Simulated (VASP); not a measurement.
Sb, 2 atoms in the cell. Symmetry: P6_3/mmc, No. 194, hexagonal system. The conventional cell has a = 3.377 Å, b = 3.377 Å, c = 5.506 Å, α = 90.00°, β = 90.00°, γ = 120.00°. Sb (site symmetry -6m2) has 12 Sb at 3.37 to 3.38 Å within 4.4 Å.  This cell differs from its parent crystal: volume scaled by 1.02.

* Program: VASP 6.6.1
* Task: single point
* Functional: LDA
* Potentials or basis: VASP PAW LDA potentials, release 64 (Sb)
* Cutoff: 520 eV
* k mesh: 9 × 9 × 5
* Occupations: fermi-dirac, width 0.05 eV
* Spin: no spin polarisation
* Dipole correction: no
* Further INCAR settings: ALGO = Normal; EDIFF = 1e-06; NBANDS = 12

Potentials or basis: VASP PAW LDA potentials, release 64 (Sb).

Launch:

```console
$ cat potpaw_LDA.64/Sb/POTCAR > POTCAR
$ mpirun -np 1 vasp_std > vasp.out
```

Hardware: 1 thread of Intel(R) Xeon(R) Platinum 8259CL CPU @ 2.50GHz (Skylake/Cascade Lake), on a shared host.

**Question.** How long does it take, and how much memory?

**Answer.** Wall time 19 s on 1 thread of Intel(R) Xeon(R) Platinum 8259CL CPU @ 2.50GHz (Skylake/Cascade Lake), on a shared host, peak memory 0.15 GiB. Counts: scf iterations 9, k points 36.
